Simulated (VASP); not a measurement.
# KF (Pm-3m) in VASP: further runs

The runs below take KF through single point, relaxation of cell and atoms, with r2SCAN, PBE, PBEsol.

Everything below comes from runs of VASP 6.6.1. Logs are shortened: lines on timing, memory, paths and dates and some standing lists are left out, and cuts for length are marked.

## Step 1: The cell of the first run

Symmetry: Pm-3m, No. 221, cubic system. Conventional cell: a = 3.179 Å, b = 3.179 Å, c = 3.179 Å, α = 90.00°, β = 90.00°, γ = 90.00°. K (site symmetry m-3m) has 8 F at 2.75 Å and 6 K at 3.18 Å within 3.6 Å. F (site symmetry m-3m) has 8 K at 2.75 Å and 6 F at 3.18 Å within 3.6 Å.

## Step 2: Single point, r2SCAN

File POSCAR:

```
KF
1.0
    3.1788706666      0.0000000000      0.0000000000
    0.0000000000      3.1788706666      0.0000000000
    0.0000000000      0.0000000000      3.1788706666
K F
1 1
Direct
    0.0000000000      0.0000000000      0.0000000000
    0.5000000000      0.5000000000      0.5000000000
```

File INCAR.step1:

```
SYSTEM = KF
PREC = Accurate
ENCUT = 520
ISMEAR = -1
SIGMA = 0.02
LREAL = .False.
LASPH = .True.
NELM = 100
NBANDS = 15
GGA = PE
ALGO = Normal
EDIFF = 1E-4
LWAVE = .True.
LCHARG = .False.
```

File INCAR.step2:

```
SYSTEM = KF
PREC = Accurate
ENCUT = 520
EDIFF = 1E-6
ISMEAR = -1
SIGMA = 0.02
LREAL = .False.
LASPH = .True.
NELM = 100
ALGO = Normal
ISIF = 2
LWAVE = .False.
LCHARG = .False.
METAGGA = R2SCAN
LMIXTAU = .True.
NBANDS = 15
ISTART = 1
```

File KPOINTS:

```
Automatic mesh
0
Gamma
  8 8 8
  0 0 0
```

Potentials or basis: VASP PAW PBE potentials, release 64 (K_sv, F).

Launch:

```console
$ cat potpaw_PBE.64/K_sv/POTCAR potpaw_PBE.64/F/POTCAR > POTCAR
$ cp INCAR.step1 INCAR
$ mpirun -np 1 vasp_std > vasp.out
$ cp INCAR.step2 INCAR
$ mpirun -np 1 vasp_std > vasp.out
```

OUTCAR:

```text
SYSTEM = KF
   PREC = Accurate
   ENCUT = 520
   EDIFF = 1E-6
   ISMEAR = -1
   LREAL = .False.
   LASPH = .True.
   NELM = 100
   ISIF = 2
   METAGGA = R2SCAN
   ISTART = 1

 ion  position               nearest neighbor table
   1  0.000  0.000  0.000-   2 2.75   2 2.75   2 2.75   2 2.75   2 2.75   2 2.75   2 2.75   2 2.75

   2  0.500  0.500  0.500-   1 2.75   1 2.75   1 2.75   1 2.75   1 2.75   1 2.75   1 2.75   1 2.75

  LATTYP: Found a simple cubic cell.
 ALAT       =     3.1788706666

  Lattice vectors:

 A1 = (   3.1788706666,   0.0000000000,   0.0000000000)
 A2 = (   0.0000000000,   3.1788706666,   0.0000000000)
 A3 = (   0.0000000000,   0.0000000000,   3.1788706666)

Analysis of symmetry for initial positions (statically):
=====================================================================
 Subroutine PRICEL returns:
 Original cell was already a primitive cell.

 Routine SETGRP: Setting up the symmetry group for a
 simple cubic supercell.

 Subroutine GETGRP returns: Found 48 space group operations
 (whereof 48 operations were pure point group operations)
 out of a pool of 48 trial point group operations.

The static configuration has the point symmetry O_h .

Analysis of symmetry for dynamics (positions and initial velocities):
=====================================================================
 Subroutine PRICEL returns:
 Original cell was already a primitive cell.

 Routine SETGRP: Setting up the symmetry group for a
 simple cubic supercell.

 Subroutine GETGRP returns: Found 48 space group operations
 (whereof 48 operations were pure point group operations)
 out of a pool of 48 trial point group operations.

The dynamic configuration has the point symmetry O_h .

 Subroutine INISYM returns: Found 48 space group operations
 (whereof 48 operations are pure point group operations),
 and found     1 'primitive' translations

----------------------------------------------------------------------------------------

                                     Primitive cell

  volume of cell :      32.1232

  direct lattice vectors                    reciprocal lattice vectors
     3.178870667  0.000000000  0.000000000     0.314577127  0.000000000  0.000000000
     0.000000000  3.178870667  0.000000000     0.000000000  0.314577127  0.000000000
     0.000000000  0.000000000  3.178870667     0.000000000  0.000000000  0.314577127

  length of vectors
     3.178870667  3.178870667  3.178870667     0.314577127  0.314577127  0.314577127

  position of ions in fractional coordinates (direct lattice)
     0.000000000  0.000000000  0.000000000
     0.500000000  0.500000000  0.500000000

  ion indices of the primitive-cell ions
   primitive index   ion index
                 1           1
                 2           2

----------------------------------------------------------------------------------------

 KPOINTS: Automatic mesh

Automatic generation of k-mesh.
 Grid dimensions read from file:
 generate k-points for:    8    8    8

 Generating k-lattice:

  Cartesian coordinates                     Fractional coordinates (reciprocal lattice)
     0.039322141  0.000000000  0.000000000     0.125000000  0.000000000  0.000000000
     0.000000000  0.039322141  0.000000000     0.000000000  0.125000000  0.000000000
     0.000000000  0.000000000  0.039322141     0.000000000  0.000000000  0.125000000

  Length of vectors
     0.039322141  0.039322141  0.039322141

  Shift w.r.t. Gamma in fractional coordinates (k-lattice)
     0.000000000  0.000000000  0.000000000

 Subroutine IBZKPT returns following result:
 ===========================================

 Found     35 irreducible k-points:

 Following reciprocal coordinates:
            Coordinates               Weight
  0.000000  0.000000  0.000000      1.000000
  0.125000  0.000000  0.000000      6.000000
  0.250000  0.000000  0.000000      6.000000
  0.375000  0.000000  0.000000      6.000000
  0.500000  0.000000  0.000000      3.000000
  0.125000  0.125000  0.000000     12.000000
[... 16 lines left out ...]
  0.375000  0.375000  0.125000     24.000000
  0.500000  0.375000  0.125000     24.000000
 [... further k-points ...]
   k-points           NKPTS =     35   k-points in BZ     NKDIM =     35   number of bands    NBANDS=     15
   number of dos      NEDOS =    301   number of ions     NIONS =      2
   total plane-waves  NPLWV =  13824
   dimension x,y,z NGX =    24 NGY =   24 NGZ =   24
   dimension x,y,z NGXF=    48 NGYF=   48 NGZF=   48
   ions per type =               1   1
   NGX,Y,Z   is equivalent  to a cutoff of  12.55, 12.55, 12.55 a.u.
   NGXF,Y,Z  is equivalent  to a cutoff of  25.10, 25.10, 25.10 a.u.
 SYSTEM =  KF
   PREC   = accura    normal or accurate (medium, high low for compatibility)
   ISTART =      1    job   : 0-new  1-cont  2-samecut
   ICHARG =      0    charge: 1-file 2-atom 10-const
   ISPIN  =      1    spin polarized calculation?
   LNONCOLLINEAR =      F non collinear calculations
[... 57 lines left out ...]
 Fermi energy:        -1.8699989992

 k-point     1 :       0.0000    0.0000    0.0000
  band No.  band energies     occupation
      1     -30.2055      2.00000
      2     -22.4361      2.00000
      3     -12.3734      2.00000
      4     -12.3734      2.00000
      5     -12.3734      2.00000
      6      -2.3767      2.00000
      7      -2.3767      2.00000
      8      -2.3767      2.00000
      9       5.3843      0.00000
     10       6.7530      0.00000
     11       6.7530      0.00000
     12      12.8832      0.00000
     13      12.8832      0.00000
     14      12.8832      0.00000
     15      21.1677      0.00000

 k-point     2 :       0.1250    0.0000    0.0000
  band No.  band energies     occupation
      1     -30.1816      2.00000
      2     -22.4437      2.00000
      3     -12.4983      2.00000
      4     -12.3534      2.00000
      5     -12.3534      2.00000
      6      -2.5907      2.00000
      7      -2.3971      2.00000
      8      -2.3971      2.00000
      9       5.8223      0.00000
     10       6.8831      0.00000
     11       7.1674      0.00000
     12      12.6033      0.00000
     13      12.6033      0.00000
     14      12.9353      0.00000
     15      19.6997      0.00000

 k-point     3 :       0.2500    0.0000    0.0000
  band No.  band energies     occupation
      1     -30.1230      2.00000
      2     -22.4621      2.00000
      3     -12.7852      2.00000
      4     -12.3047      2.00000
      5     -12.3047      2.00000
      6      -3.0577      2.00000
      7      -2.4478      2.00000
      8      -2.4478      2.00000
      9       6.8636      0.00000
     10       7.2300      0.00000
     11       8.2814      0.00000
     12      12.0273      0.00000
     13      12.0273      0.00000
     14      13.0649      0.00000
     15      17.9608      0.00000

 k-point     4 :       0.3750    0.0000    0.0000
  band No.  band energies     occupation
      1     -30.0630      2.00000
      2     -22.4835      2.00000
      3     -13.0536      2.00000
      4     -12.2552      2.00000
      5     -12.2552      2.00000
      6      -3.4727      2.00000
      7      -2.5008      2.00000
      8      -2.5008      2.00000
      9       7.6391      0.00000
     10       7.9207      0.00000
     11       9.6370      0.00000
     12      11.5493      0.00000
     13      11.5493      0.00000
     14      13.2005      0.00000
     15      16.3971      0.00000
[... 307 lines left out ...]
 k-point    22 :       0.5000    0.2500    0.1250
  band No.  band energies     occupation
      1     -29.9538      2.00000
      2     -22.4063      2.00000
      3     -13.2209      2.00000
      4     -12.7710      2.00000
      5     -12.3408      2.00000
      6      -3.2639      2.00000
      7      -2.8399      2.00000
      8      -2.5105      2.00000
      9       8.4070      0.00000
     10       8.4530      0.00000
     11      10.0912      0.00000
     12      10.4822      0.00000
     13      11.3595      0.00000
     14      13.3337      0.00000
     15      16.0900      0.00000

 k-point    23 :       0.3750    0.3750    0.1250
  band No.  band energies     occupation
      1     -29.9273      2.00000
      2     -22.3743      2.00000
      3     -13.1422      2.00000
      4     -13.0904      2.00000
      5     -12.3166      2.00000
      6      -3.0933      2.00000
      7      -2.9642      2.00000
      8      -2.5353      2.00000
      9       7.9082      0.00000
     10       8.3780      0.00000
     11      10.6121      0.00000
     12      10.7061      0.00000
     13      11.7610      0.00000
     14      12.6521      0.00000
     15      16.7585      0.00000

 k-point    24 :       0.5000    0.3750    0.1250
  band No.  band energies     occupation
      1     -29.9070      2.00000
      2     -22.3584      2.00000
      3     -13.2534      2.00000
      4     -13.1263      2.00000
      5     -12.2987      2.00000
      6      -3.1040      2.00000
      7      -2.9873      2.00000
      8      -2.5260      2.00000
      9       7.7125      0.00000
     10       8.3510      0.00000
     11      10.4321      0.00000
     12      10.6497      0.00000
     13      12.2136      0.00000
     14      13.9413      0.00000
     15      15.6965      0.00000

 [... further k-points ...]
[... 5 lines left out ...]
  --------------------------------------------------------------------------------------
  -------------------------------------------------------------------------------------
  Total        0.0014468      0.0014468      0.0014468      0.0000000      0.0000000     -0.0000000
  in kB        0.0721616      0.0721616      0.0721616      0.0000000      0.0000000     -0.0000000
  external PRESSURE =       0.0721616 kB  Pullay stress =       0.0000000 kB

 VOLUME and BASIS-vectors are now :
 -----------------------------------------------------------------------------
  energy-cutoff  :      520.00
  volume of cell :       32.12
      direct lattice vectors                 reciprocal lattice vectors
     3.178870667  0.000000000  0.000000000     0.314577127  0.000000000  0.000000000
     0.000000000  3.178870667  0.000000000     0.000000000  0.314577127  0.000000000
     0.000000000  0.000000000  3.178870667     0.000000000  0.000000000  0.314577127

 POSITION                                       TOTAL-FORCE (eV/Angst)
 -----------------------------------------------------------------------------------
      0.00000      0.00000      0.00000         0.000000      0.000000      0.000000
      1.58944      1.58944      1.58944         0.000000      0.000000      0.000000
 -----------------------------------------------------------------------------------
    total drift:                                0.000000      0.000000     -0.000000

  FREE ENERGIE OF THE ION-ELECTRON SYSTEM (eV)
  ---------------------------------------------------
  free  energy   TOTEN  =       -14.8596793041 eV

  energy  without entropy=      -14.8596793041  energy(sigma->0) =      -14.85967930
```

Wall time 22 s (1 thread of Intel Xeon 6975P-C (Granite Rapids), shared host); peak memory 0.15 GiB.

Results:

```yaml
Free_energy: -14.8597 eV
Pressure: 0.0 GPa
Band_gap_on_the_k_mesh: 7.73 eV, indirect (least direct gap 7.76 eV)
```

Caveat: the PAW data sets were made with another functional, which shifts forces and pressure a little.

## Step 3: Single point, r2SCAN

POSCAR is that of step 2.

File INCAR.step1:

```
  PREC = Accurate
  ENCUT = 520
  ISMEAR = 0
  SIGMA = 0.01
  LREAL = F
  LASPH = T
  NELM = 60
  NBANDS = 15
  GGA = PE
  ALGO = Normal
  EDIFF = 1E-4
  LWAVE = T
  LCHARG = F
```

File INCAR.step2:

```
  PREC = Accurate
  ENCUT = 520
  EDIFF = 1E-6
  ISMEAR = 0
  SIGMA = 0.01
  LREAL = F
  LASPH = T
  NELM = 60
  ALGO = Normal
  ISIF = 2
  LWAVE = F
  LCHARG = F
  METAGGA = R2SCAN
  LMIXTAU = T
  NBANDS = 15
  ISTART = 1
```

File KPOINTS:

```
regular mesh
0
Gamma
  8 8 8
```

Potentials or basis: VASP PAW PBE potentials, release 64 (K_sv, F).

Launch:

```console
$ cat potpaw_PBE.64/K_sv/POTCAR potpaw_PBE.64/F/POTCAR > POTCAR
$ cp INCAR.step1 INCAR
$ mpirun -np 1 vasp_std > vasp.out
$ cp INCAR.step2 INCAR
$ mpirun -np 1 vasp_std > vasp.out
```

Wall time 30 s (1 thread of Intel Xeon 6975P-C (Granite Rapids), shared host); peak memory 0.15 GiB.

Results (log left out):

```
Free energy            : -14.8597 eV
Pressure               : 0.0 GPa
Band gap on the k mesh : 7.73 eV, indirect (least direct gap 7.76 eV)
```

Levels at points of the mesh, in eV from the valence-band top:
```tsv
k point	band 6	band 7	band 8	band 9	band 10	band 11
(0.00, 0.00, 0.00)	-0.03	-0.03	-0.03	7.73	9.10	9.10
(0.50, 0.00, 0.00)	-1.29	-0.18	-0.18	10.18	10.73	12.64
(0.50, 0.50, 0.00)	-0.62	-0.62	0.00	9.48	10.06	13.06
(0.50, 0.50, 0.50)	-1.15	-1.15	-1.15	11.63	11.63	11.63
```

Caveat: the PAW data sets were made with another functional, which shifts forces and pressure a little. r2SCAN opens gaps a little over a GGA but as a rule still falls short of measured ones.

## Step 4: Relaxation of cell and atoms, PBE

This run uses another cell than the first one, of 13.79 Å³/atom, 0.859 times its volume.

File INCAR:

```
  PREC = Accurate
  ENCUT = 600
  EDIFF = 1E-7
  ISMEAR = -1
  SIGMA = 0.02
  LREAL = F
  LASPH = T
  NELM = 100
  ALGO = Normal
  ISIF = 3
  LWAVE = F
  LCHARG = F
  GGA = PE
  IBRION = 2
  NSW = 80
  EDIFFG = -0.005
```

KPOINTS is that of step 3.

File POSCAR:

```
KF
1.0
    3.0214217603      0.0000000000      0.0000000000
    0.0000000000      3.0214217603      0.0000000000
    0.0000000000      0.0000000000      3.0214217603
K F
1 1
Direct
    0.0000000000      0.0000000000      0.0000000000
    0.5000000000      0.5000000000      0.5000000000
```

Launch:

```console
$ cat potpaw_PBE.64/K_sv/POTCAR potpaw_PBE.64/F/POTCAR > POTCAR
$ mpirun -np 1 vasp_std > vasp.out
```

Wall time 35 s (1 thread of Intel Xeon 6975P-C (Granite Rapids), shared host); peak memory 0.15 GiB.

Results (log left out):

- Free energy: -8.0856 eV
- Relaxed volume: 17.28 Å³/atom
- Relaxed cell: a = 3.257 Å, b = 3.257 Å, c = 3.257 Å, α = 90.00°, β = 90.00°, γ = 90.00°
- Space group after relaxing (to 0.05 Å): Pm-3m (No. 221)
- Energy gained by relaxing: 117.1 meV/atom
- Ionic steps: 5
- Pressure after relaxing: 0.0 GPa
- Band gap on the k mesh: 6.27 eV, indirect (least direct gap 6.32 eV)

Step by step:
```tsv
step	energy change (eV)	largest force (eV/Å)	pressure (GPa)	volume (Å³)
1	0.0000	0.0000	13.25	27.58
2	-0.2168	0.0000	2.67	32.39
3	-0.2264	0.0000	-1.48	36.21
4	-0.2341	0.0000	-0.12	34.71
5	-0.2341	0.0000	0.04	34.56
```

Final structure:
```yaml
crystal:
  lattice:
    - [3.25729, 0.00000, 0.00000]
    - [0.00000, 3.25729, 0.00000]
    - [0.00000, 0.00000, 3.25729]
  atoms:
    - { symbol: K, position: [0.00000, 0.00000, 0.00000] }
    - { symbol: F, position: [0.50000, 0.50000, 0.50000] }
```

Levels at points of the mesh, in eV from the valence-band top:
| k point | band 5 | band 6 | band 7 | band 8 | band 9 | band 10 | band 11 | band 12 |
| --- | --- | --- | --- | --- | --- | --- | --- | --- |
| (0.00, 0.00, 0.00) | -10.05 | -0.05 | -0.05 | -0.05 | 6.27 | 8.29 | 8.29 | 13.83 |
| (0.50, 0.00, 0.00) | -9.94 | -1.22 | -0.16 | -0.16 | 9.28 | 9.36 | 10.88 | 12.41 |
| (0.50, 0.50, 0.00) | -9.86 | -0.62 | -0.62 | 0.00 | 8.47 | 8.98 | 11.87 | 11.87 |
| (0.50, 0.50, 0.50) | -10.62 | -1.03 | -1.03 | -1.03 | 10.43 | 10.43 | 10.43 | 15.22 |

Caveat: the volume moved by over 15 % at a fixed basis, so the end points are rough.

## Step 5: Relaxation of cell and atoms, PBEsol

This run uses another cell than the first one, of 17.30 Å³/atom, 1.077 times its volume.

File INCAR:

```
PREC = Accurate
ENCUT = 600
EDIFF = 1E-6
ISMEAR = -1
SIGMA = 0.02
LREAL = False
LASPH = True
NELM = 60
ALGO = Normal
ISIF = 3
LWAVE = False
LCHARG = False
GGA = PS
IBRION = 2
NSW = 80
EDIFFG = -0.005
```

KPOINTS is that of step 4.

File POSCAR:

```
KF
1.0
    3.2587185843      0.0000000000      0.0000000000
    0.0000000000      3.2587185843      0.0000000000
    0.0000000000      0.0000000000      3.2587185843
K F
1 1
Direct
    0.0000000000      0.0000000000      0.0000000000
    0.5000000000      0.5000000000      0.5000000000
```

Launch:

```console
$ cat potpaw_PBE.64/K_sv/POTCAR potpaw_PBE.64/F/POTCAR > POTCAR
$ mpirun -np 1 vasp_std > vasp.out
```

Wall time 44 s (1 thread of Intel Xeon 6975P-C (Granite Rapids), shared host); peak memory 0.17 GiB.

Results (log left out):

* Free energy: -8.3624 eV
* Relaxed volume: 16.02 Å³/atom
* Relaxed cell: a = 3.176 Å, b = 3.176 Å, c = 3.176 Å, α = 90.00°, β = 90.00°, γ = 90.00°
* Space group after relaxing (to 0.05 Å): Pm-3m (No. 221)
* Energy gained by relaxing: 10.6 meV/atom
* Ionic steps: 4
* Pressure after relaxing: 0.0 GPa
* Band gap on the k mesh: 6.64 eV, indirect (least direct gap 6.68 eV)

Step by step:
| step | energy change (eV) | largest force (eV/Å) | pressure (GPa) | volume (Å³) |
| --- | --- | --- | --- | --- |
| 1 | 0.0000 | 0.0000 | -2.42 | 34.61 |
| 2 | -0.0157 | 0.0000 | -1.37 | 33.31 |
| 3 | -0.0210 | 0.0000 | -0.30 | 32.31 |
| 4 | -0.0213 | 0.0000 | 0.02 | 32.04 |

Final structure:
```yaml
crystal:
  lattice:
    - [3.17629, 0.00000, 0.00000]
    - [0.00000, 3.17629, 0.00000]
    - [0.00000, 0.00000, 3.17629]
  atoms:
    - { symbol: K, position: [0.00000, 0.00000, 0.00000] }
    - { symbol: F, position: [0.50000, 0.50000, 0.50000] }
```

Levels at points of the mesh, in eV from the valence-band top:
```
           k point  band 5  band 6  band 7  band 8  band 9  band 10  band 11  band 12
(0.00, 0.00, 0.00)   -9.65   -0.04   -0.04   -0.04    6.64     8.29     8.29    14.34
(0.50, 0.00, 0.00)   -9.50   -1.37   -0.19   -0.19    9.39     9.76    11.48    12.81
(0.50, 0.50, 0.00)   -9.40   -0.64   -0.64    0.00    8.57     9.15    12.15    12.15
(0.50, 0.50, 0.50)  -10.35   -1.20   -1.20   -1.20   10.73    10.73    10.73    15.91
```

Caveat: the PAW data sets were made with another functional, which shifts forces and pressure a little. PBEsol gaps usually lie below the measured ones, often by a third to a half.

## Step 6: The runs side by side

```csv
task,level,cell,cutoff (eV),smearing,gap on the mesh (eV),pressure (GPa),relaxed volume (Å³/atom)
single point,r2SCAN,"a = 3.179 Å, 2 atoms",520,fermi-dirac 0.02 eV,7.73,0.0,-
single point,r2SCAN,"a = 3.179 Å, 2 atoms",520,gaussian 0.01 eV,7.73,0.0,-
relaxation of cell and atoms,PBE,"relaxed from a = 3.021 Å, 2 atoms",600,fermi-dirac 0.02 eV,6.27,0.0,17.28
relaxation of cell and atoms,PBEsol,"relaxed from a = 3.259 Å, 2 atoms",600,fermi-dirac 0.02 eV,6.64,0.0,16.02
```

Alike in all rows: potentials or basis VASP PAW PBE potentials, release 64 (K_sv, F); no spin polarisation; k mesh 8 × 8 × 8.

Caveats: the PAW data sets were made with another functional, which shifts forces and pressure a little (some runs); the volume moved by over 15 % at a fixed basis, so the end points are rough (some runs).

Total energies depend on the potentials used, so only differences within one code and one set of settings carry meaning.
